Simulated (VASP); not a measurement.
# TiAl3 (P6_3/mmc) in VASP: a series of runs

TiAl3 is run at these levels: PBE; tasks: single point.

All numbers are computed with VASP 6.6.1; they aren't measurements. Logs are shortened: lines on timing, memory, paths and dates and some standing lists are left out, and cuts for length are marked.

## Step 1: The cell of the first run

Symmetry: P6_3/mmc, No. 194, hexagonal system. Conventional cell: a = 2.920 Å, b = 2.920 Å, c = 14.049 Å, α = 90.00°, β = 90.00°, γ = 120.00°. Ti (site symmetry -3m) has 6 Al at 2.10 Å within 2.8 Å. Within 2.8 Å of Al (site symmetry 3m) lie 3 Ti at 2.10 Å. Al (site symmetry -6m2) has 12 Al at 2.82 to 2.92 Å within 3.7 Å.

## Step 2: Single point, PBE

Contents of INCAR:

```
PREC = Accurate
ENCUT = 520
EDIFF = 1E-6
ISMEAR = 0
SIGMA = 0.1
LREAL = False
LASPH = True
NELM = 80
ALGO = Normal
ISIF = 2
LWAVE = False
LCHARG = False
GGA = PE
NBANDS = 31
```

Contents of KPOINTS:

```
Automatic mesh
0
Gamma
  6 6 2
```

Contents of POSCAR:

```
TiAl3
1.0
    2.9198948800      0.0000000000      0.0000000000
   -1.4599474400      2.5287031400      0.0000000000
    0.0000000000      0.0000000000     14.0491837800
Ti Al
2 6
Direct
    0.0000000000      0.0000000000      0.0000000000
    0.0000000000      0.0000000000      0.5000000000
    0.3333333300      0.6666666700      0.0888872600
    0.6666666700      0.3333333300      0.5888872600
    0.3333333300      0.6666666700      0.4111127400
    0.6666666700      0.3333333300      0.9111127400
    0.3333333300      0.6666666700      0.7500000000
    0.6666666700      0.3333333300      0.2500000000
```

Potentials or basis: VASP PAW PBE potentials, release 64 (Ti_sv, Al).

Started as:

```console
$ cat potpaw_PBE.64/Ti_sv/POTCAR potpaw_PBE.64/Al/POTCAR > POTCAR
$ mpirun -np 1 vasp_std > vasp.out
```

OUTCAR:

```text
PREC = Accurate
   ENCUT = 520
   EDIFF = 1E-6
   ISMEAR = 0
   LREAL = False
   LASPH = True
   NELM = 80
   ISIF = 2
   GGA = PE

 ion  position               nearest neighbor table
   1  0.000  0.000  0.000-   3 2.10   6 2.10   3 2.10   6 2.10   6 2.10   3 2.10
   2  0.000  0.000  0.500-   4 2.10   5 2.10   5 2.10   4 2.10   4 2.10   5 2.10
   3  0.333  0.667  0.089-   1 2.10   1 2.10   1 2.10   8 2.82   8 2.82   8 2.82   6 3.01   6 3.01
                             6 3.01
   4  0.667  0.333  0.589-   2 2.10   2 2.10   2 2.10   7 2.82   7 2.82   7 2.82   5 3.01   5 3.01
                             5 3.01
   5  0.333  0.667  0.411-   2 2.10   2 2.10   2 2.10   8 2.82   8 2.82   8 2.82   4 3.01   4 3.01
                             4 3.01
   6  0.667  0.333  0.911-   1 2.10   1 2.10   1 2.10   7 2.82   7 2.82   7 2.82   3 3.01   3 3.01
                             3 3.01
   7  0.333  0.667  0.750-   4 2.82   6 2.82   4 2.82   6 2.82   4 2.82   6 2.82
   8  0.667  0.333  0.250-   3 2.82   5 2.82   3 2.82   5 2.82   3 2.82   5 2.82

  LATTYP: Found a hexagonal cell.
 ALAT       =     2.9198948800
 C/A-ratio  =     4.8115375236

  Lattice vectors:

 A1 = (   2.9198948800,   0.0000000000,   0.0000000000)
 A2 = (  -1.4599474400,   2.5287031400,   0.0000000000)
 A3 = (   0.0000000000,   0.0000000000,  14.0491837800)

Analysis of symmetry for initial positions (statically):
=====================================================================
 Subroutine PRICEL returns:
 Original cell was already a primitive cell.

 Routine SETGRP: Setting up the symmetry group for a
 hexagonal supercell.

 Subroutine GETGRP returns: Found 24 space group operations
 (whereof 12 operations were pure point group operations)
 out of a pool of 24 trial point group operations.

The static configuration has the point symmetry D_3d.
 The point group associated with its full space group is D_6h.

Analysis of symmetry for dynamics (positions and initial velocities):
=====================================================================
 Subroutine PRICEL returns:
 Original cell was already a primitive cell.

 Routine SETGRP: Setting up the symmetry group for a
 hexagonal supercell.

 Subroutine GETGRP returns: Found 24 space group operations
 (whereof 12 operations were pure point group operations)
 out of a pool of 24 trial point group operations.

The dynamic configuration has the point symmetry D_3d.
 The point group associated with its full space group is D_6h.

 Subroutine INISYM returns: Found 24 space group operations
 (whereof 12 operations are pure point group operations),
 and found     1 'primitive' translations

----------------------------------------------------------------------------------------

                                     Primitive cell

  volume of cell :     103.7328

  direct lattice vectors                    reciprocal lattice vectors
     2.919894880  0.000000000  0.000000000     0.342478083  0.197729813  0.000000000
    -1.459947440  2.528703140  0.000000000     0.000000000  0.395459627  0.000000000
     0.000000000  0.000000000 14.049183780     0.000000000  0.000000000  0.071178512

  length of vectors
     2.919894880  2.919894878 14.049183780     0.395459626  0.395459627  0.071178512

  position of ions in fractional coordinates (direct lattice)
     0.000000000  0.000000000  0.000000000
     0.000000000  0.000000000  0.500000000
     0.333333330  0.666666670  0.088887260
     0.666666670  0.333333330  0.588887260
     0.333333330  0.666666670  0.411112740
     0.666666670  0.333333330  0.911112740
     0.333333330  0.666666670  0.750000000
     0.666666670  0.333333330  0.250000000

  ion indices of the primitive-cell ions
   primitive index   ion index
                 1           1
                 2           2
                 3           3
                 4           4
                 5           5
                 6           6
                 7           7
                 8           8

----------------------------------------------------------------------------------------

 KPOINTS: Automatic mesh

Automatic generation of k-mesh.
 Grid dimensions read from file:
 generate k-points for:    6    6    2

 Generating k-lattice:

  Cartesian coordinates                     Fractional coordinates (reciprocal lattice)
     0.057079680  0.032954969  0.000000000     0.166666667  0.000000000  0.000000000
     0.000000000  0.065909938  0.000000000     0.000000000  0.166666667  0.000000000
     0.000000000  0.000000000  0.035589256     0.000000000  0.000000000  0.500000000

  Length of vectors
     0.065909938  0.065909938  0.035589256

  Shift w.r.t. Gamma in fractional coordinates (k-lattice)
     0.000000000  0.000000000  0.000000000

 Subroutine IBZKPT returns following result:
 ===========================================

 Found     14 irreducible k-points:

 Following reciprocal coordinates:
            Coordinates               Weight
  0.000000  0.000000  0.000000      1.000000
  0.166667  0.000000  0.000000      6.000000
  0.333333  0.000000  0.000000      6.000000
  0.500000  0.000000  0.000000      3.000000
  0.166667  0.166667  0.000000      6.000000
  0.333333  0.166667  0.000000     12.000000
  0.333333  0.333333  0.000000      2.000000
  0.000000  0.000000  0.500000      1.000000
  0.166667  0.000000  0.500000      6.000000
  0.333333  0.000000  0.500000      6.000000
  0.500000  0.000000  0.500000      3.000000
  0.166667  0.166667  0.500000      6.000000
  0.333333  0.166667  0.500000     12.000000
  0.333333  0.333333  0.500000      2.000000
   k-points           NKPTS =     14   k-points in BZ     NKDIM =     14   number of bands    NBANDS=     31
   number of dos      NEDOS =    301   number of ions     NIONS =      8
   total plane-waves  NPLWV =  62208
   dimension x,y,z NGX =    24 NGY =   24 NGZ =  108
   dimension x,y,z NGXF=    48 NGYF=   48 NGZF=  216
   ions per type =               2   6
   NGX,Y,Z   is equivalent  to a cutoff of  13.66, 13.66, 12.78 a.u.
   NGXF,Y,Z  is equivalent  to a cutoff of  27.33, 27.33, 25.56 a.u.
 SYSTEM =  unknown system
   PREC   = accura    normal or accurate (medium, high low for compatibility)
   ISTART =      0    job   : 0-new  1-cont  2-samecut
   ICHARG =      2    charge: 1-file 2-atom 10-const
   ISPIN  =      1    spin polarized calculation?
   LNONCOLLINEAR =      F non collinear calculations
   LSORBIT =      F    spin-orbit coupling
   LASPH  =      T    aspherical Exc in radial PAW
   ENCUT  =  520.0 eV  38.22 Ry    6.18 a.u.   5.43  5.43 26.12*2*pi/ulx,y,z
   NELM   =     80;   NELMIN=  2; NELMDL= -5     # of ELM steps
   EDIFF  = 0.1E-05   stopping-criterion for ELM
   LREAL  =      F    real-space projection
   EDIFFG = 0.1E-04   stopping-criterion for IOM
   NSW    =      0    number of steps for IOM
   IBRION =     -1    ionic relax: 0-MD 1-quasi-New 2-CG
   NFREE  =      0    steps in history (QN), initial steepest desc. (CG)
   ISIF   =      2    stress and relaxation
   ISYM   =      2    0-nonsym 1-usesym 2-fastsym
   POTIM  = 0.5000    time-step for ionic-motion
   TEBEG  =    0.0;   TEEND  =   0.0 temperature during run
   PSTRESS=    0.0 pullay stress
   NELECT =      42.0000    total number of electrons
   NUPDOWN=      -1.0000    fix difference up-down
   EMIN   =  10.00;   EMAX   =-10.00  energy-range for DOS
   EFERMI =   0.00;   METHOD = LEGACY
   ISMEAR =     0;   SIGMA  =   0.10  broadening in eV -4-tet -1-fermi 0-gaus
   EFERMI_NEDOS =   21; number of points for ismear=-14 and -15
   IALGO  =     38    algorithm
   IMIX   =      4    mixing-type and parameters
     AMIX     =   0.40;   BMIX     =  1.00
     AMIX_MAG =   1.60;   BMIX_MAG =  1.00
  volume/ion in A,a.u.               =      12.97        87.50
  Fermi-wavevector in a.u.,A,eV,Ry     =   1.211116  2.288678 19.957065  1.466803
  Thomas-Fermi vector in A             =   2.346642
   LORBIT       =      0    0 simple, 1 ext, 2 COOP (PROOUT), +10 PAW based schemes
   GGA     = PE    functional components
   LHFCALC =     F    Hartree Fock is set to
   AEXX    =    0.0000 exact exchange contribution
   IVDW    =     0    specifies the selected vdW correction
   LEPSILON=     F    determine dielectric tensor
   LRPA    =     F    only Hartree local field effects (RPA)
 non-spin polarized calculation
 Gauss-broadening in eV      SIGMA  =   0.10
  energy-cutoff  :      520.00
  volume of cell :      103.73
 maximum number of plane-waves:      2884
 NGX is ok and might be reduce to    24
   NGX = 11   NGY = 11   NGZ = 53

 number of electron      41.9999996 magnetization

 Free energy of the ion-electron system (eV)
  ---------------------------------------------------
  ext. energy  EPLUGINS =         0.00000000
  ---------------------------------------------------
  free energy    TOTEN  =       -21.34116978 eV

  energy without entropy =      -21.31358611  energy(sigma->0) =      -21.32737795

 E-fermi :  10.6330     XC(G=0): -11.4119

 val. band max:       10.6027822459   @ k =   0.1667   0.1667   0.0000
 cond. band min:      10.7418645267   @ k =   0.1667   0.0000   0.5000
 fundamental gap:      0.1390822808
 Fermi energy:        10.6329529684

 k-point     1 :       0.0000    0.0000    0.0000
  band No.  band energies     occupation
      1     -44.6395      2.00000
      2     -44.6395      2.00000
      3     -21.3933      2.00000
      4     -21.3932      2.00000
      5     -20.8615      2.00000
      6     -20.8615      2.00000
[... 23 lines left out ...]
     30      20.4892      0.00000
     31      20.9855      0.00000

 k-point     2 :       0.1667    0.0000    0.0000
  band No.  band energies     occupation
      1     -44.6144      2.00000
      2     -44.6144      2.00000
      3     -21.3631      2.00000
      4     -21.3631      2.00000
      5     -21.0441      2.00000
      6     -21.0441      2.00000
[... 400 lines left out ...]
 k-point    14 :       0.3333    0.3333    0.5000
  band No.  band energies     occupation
      1     -44.5253      2.00000
      2     -44.5253      2.00000
      3     -21.3522      2.00000
      4     -21.3522      2.00000
      5     -21.3522      2.00000
      6     -21.3522      2.00000
[... 23 lines left out ...]
     30      12.4419      0.00000
     31      14.6179      0.00000

------------------------ aborting loop because EDIFF is reached ----------------------------------------

  FORCE on cell =-STRESS in cart. coord.  units (eV):
  Direction    XX          YY          ZZ          XY          YZ          ZX
  --------------------------------------------------------------------------------------
  -------------------------------------------------------------------------------------
  Total       44.9615716     44.9615715     51.6989741      0.0000000      0.0000000      0.0000000
  in kB      694.4418859    694.4418846    798.5026275      0.0000000      0.0000000      0.0000000
  external PRESSURE =     729.1287993 kB  Pullay stress =       0.0000000 kB

 VOLUME and BASIS-vectors are now :
 -----------------------------------------------------------------------------
  energy-cutoff  :      520.00
  volume of cell :      103.73
      direct lattice vectors                 reciprocal lattice vectors
     2.919894880  0.000000000  0.000000000     0.342478083  0.197729813  0.000000000
    -1.459947440  2.528703140  0.000000000     0.000000000  0.395459627  0.000000000
     0.000000000  0.000000000 14.049183780     0.000000000  0.000000000  0.071178512

 POSITION                                       TOTAL-FORCE (eV/Angst)
 -----------------------------------------------------------------------------------
      0.00000      0.00000      0.00000         0.000000      0.000000     -0.000000
      0.00000      0.00000      7.02459         0.000000      0.000000     -0.000000
     -0.00000      1.68580      1.24879        -0.000000      0.000000      9.627714
      1.45995      0.84290      8.27339        -0.000000     -0.000000      9.627714
     -0.00000      1.68580      5.77580        -0.000000      0.000000     -9.627714
      1.45995      0.84290     12.80039         0.000000     -0.000000     -9.627714
     -0.00000      1.68580     10.53689         0.000000      0.000000      0.000000
      1.45995      0.84290      3.51230        -0.000000     -0.000000      0.000000
 -----------------------------------------------------------------------------------
    total drift:                                0.000000     -0.000000      0.000000

  FREE ENERGIE OF THE ION-ELECTRON SYSTEM (eV)
  ---------------------------------------------------
  free  energy   TOTEN  =       -21.3411697850 eV

  energy  without entropy=      -21.3135861140  energy(sigma->0) =      -21.32737795
```

Wall time 62 s (1 thread of Intel Xeon 6975P-C, shared host); peak memory 0.24 GiB.

What came out:

| Property | Result |
| --- | --- |
| Free energy | -21.3412 eV |
| Pressure | 72.9 GPa |
| Largest force | 9.628 eV/Å |
| Band gap on the k mesh | zero (band 21 reaches 11.27 eV, above the bottom of band 22 at 9.17 eV) |

Forces in eV/Å, atoms in the order of the input:
```
Ti   0.000  0.000  0.000
Ti   0.000  0.000  0.000
Al   0.000  0.000  9.628
Al   0.000  0.000  9.628
Al   0.000  0.000 -9.628
Al   0.000  0.000 -9.628
Al   0.000  0.000  0.000
Al   0.000  0.000  0.000
```

Stress tensor (GPa, compression positive):
```
69.44  0.00  0.00
 0.00 69.44  0.00
 0.00  0.00 79.85
```

Levels at points of the mesh, in eV from the Fermi level:
```
           k point  band 17  band 18  band 19  band 20  band 21  band 22  band 23  band 24
(0.00, 0.00, 0.00)    -0.44    -0.44    -0.44    -0.44     0.48     0.86     1.46     1.46
(0.50, 0.00, 0.00)    -2.38    -2.30    -2.23    -1.70    -0.35     0.23     0.24     0.81
(0.00, 0.00, 0.50)    -0.44    -0.44    -0.44    -0.44     0.64     0.64     1.46     1.46
(0.50, 0.00, 0.50)    -2.34    -2.34    -1.97    -1.97     0.23     0.23     0.43     0.43
```

Caveat: the k points lie up to 0.41 Å⁻¹ apart; forces of over 1 eV/Å act on the atoms, so gaps and moduli don't describe the material at rest.

## Step 3: Single point, PBE

This run uses another cell than the first one, of 16.73 Å³/atom, 1.290 times its volume.

Contents of INCAR:

```
SYSTEM = TiAl3
PREC = Accurate ; ENCUT = 520
EDIFF = 1E-7 ; ISMEAR = 0
SIGMA = 0.1 ; LREAL = .FALSE.
LASPH = .TRUE. ; NELM = 60
ALGO = Normal ; ISIF = 2
LWAVE = .FALSE. ; LCHARG = .FALSE.
GGA = PE ; NBANDS = 31
```

Contents of KPOINTS:

```
Automatic mesh
0
G
  6 6 2
  0 0 0
```

Contents of POSCAR:

```
TiAl3
1.0
    2.9046225676      0.0000000000      0.0000000000
   -1.4523112838      2.5154769319      0.0000000000
    0.0000000000      0.0000000000     18.3129860811
Ti Al
2 6
Direct
    0.0000000000      0.0000000000      0.0000000000
    0.0000000000      0.0000000000      0.5000000000
    0.3333333333      0.6666666667      0.1243168397
    0.6666666667      0.3333333333      0.6243168397
    0.3333333333      0.6666666667      0.3756831603
    0.6666666667      0.3333333333      0.8756831603
    0.3333333333      0.6666666667      0.7500000000
    0.6666666667      0.3333333333      0.2500000000
```

Potentials or basis: VASP PAW PBE potentials, release 64 (Ti_sv, Al).

Started as:

```console
$ cat potpaw_PBE.64/Ti_sv/POTCAR potpaw_PBE.64/Al/POTCAR > POTCAR
$ mpirun -np 1 vasp_std > vasp.out
```

It took 78 s on 1 thread of Intel Xeon 6975P-C, shared host; peak memory 0.28 GiB.

Results (log left out):

| Quantity | Value |
| --- | --- |
| Free energy | -39.0195 eV |
| Pressure | -0.1 GPa |
| Band gap on the k mesh | zero (band 21 reaches 9.15 eV, above the bottom of band 22 at 6.65 eV) |

Levels at points of the mesh, in eV from the Fermi level:
```
           k point  band 18  band 19  band 20  band 21  band 22  band 23
(0.00, 0.00, 0.00)    -1.25     0.80     1.05     1.22     1.22     1.22
(0.50, 0.00, 0.00)    -2.09    -1.49    -1.34    -0.68    -0.67    -0.66
(0.00, 0.00, 0.50)    -1.72     0.90     0.90     1.22     1.22     1.22
(0.50, 0.00, 0.50)    -2.11    -1.67    -1.67    -0.70    -0.70    -0.08
```

Caveat: the k points lie up to 0.42 Å⁻¹ apart.

(Continued in part 2 of 2.)
